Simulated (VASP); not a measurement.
Cd3HgTe4:

```
Cd Hg Te
1.0
     4.37776    0.00000    0.00000
     0.00000    4.37776    0.00000
     0.00000    0.00000   12.38217
Cd Hg Te
3 1 4
Direct
  0.50000 0.50000 0.25000
  0.00000 0.00000 0.50000
  0.50000 0.50000 0.75000
  0.00000 0.00000 0.00000
  0.00000 0.00000 0.25000
  0.50000 0.50000 0.50000
  0.00000 0.00000 0.75000
  0.50000 0.50000 0.00000
```

- Program: VASP 6.6.1
- Task: relaxation of cell and atoms
- Functional: PBE
- Potentials or basis: VASP PAW PBE potentials, release 64 (Cd, Hg, Te)
- Cutoff: 600 eV
- k mesh: 8 × 8 × 4
- Occupations: gaussian, width 0.1 eV
- Spin: no spin polarisation

At the start: pressure -1.2 GPa; volume 29.66 Å³/atom.

Problem. How do energy, volume and symmetry change on relaxing?

Solution. Over 12 steps the energy falls by 5.6 meV/atom and the volume is 28.91 Å³/atom (-2.5 %); space group P4/mmm (No. 123, to 0.1 Å) before and after.

The path:
| step | energy change (eV) | largest force (eV/Å) | pressure (GPa) | volume (Å³) |
| --- | --- | --- | --- | --- |
| 1 | 0.0000 | 0.1761 | -1.17 | 237.30 |
| 2 | -0.0273 | 0.1704 | 0.22 | 229.93 |
| 3 | -0.0275 | 0.1711 | 0.07 | 230.55 |
| 4 | -0.0275 | 0.1709 | 0.11 | 230.42 |
| 5 | -0.0310 | 0.1567 | 0.10 | 230.45 |
| 6 | -0.0385 | 0.1115 | 0.10 | 230.55 |
| 7 | -0.0399 | 0.0151 | 0.18 | 230.71 |
| 8 | -0.0415 | 0.0597 | 0.14 | 230.64 |
| 9 | -0.0434 | 0.0154 | -0.23 | 232.52 |
| 10 | -0.0437 | 0.0265 | -0.13 | 232.05 |
| 11 | -0.0442 | 0.0101 | 0.08 | 230.95 |
| 12 | -0.0444 | 0.0093 | 0.01 | 231.30 |

Final structure:
```cif
data_structure
_symmetry_space_group_name_H-M 'P 1'
_symmetry_Int_Tables_number 1
_cell_length_a 4.3191
_cell_length_b 4.3191
_cell_length_c 12.3988
_cell_angle_alpha 90.000
_cell_angle_beta 90.000
_cell_angle_gamma 90.000
_cell_volume 231.30
loop_
_atom_site_label
_atom_site_type_symbol
_atom_site_fract_x
_atom_site_fract_y
_atom_site_fract_z
_atom_site_occupancy
Cd1 Cd 0.50000 0.50000 0.25080 1
Cd2 Cd 0.00000 0.00000 0.50000 1
Cd3 Cd 0.50000 0.50000 0.74920 1
Hg1 Hg 0.00000 0.00000 0.00000 1
Te1 Te 0.00000 0.00000 0.25746 1
Te2 Te 0.50000 0.50000 0.50000 1
Te3 Te 0.00000 0.00000 0.74254 1
Te4 Te 0.50000 0.50000 0.00000 1
```
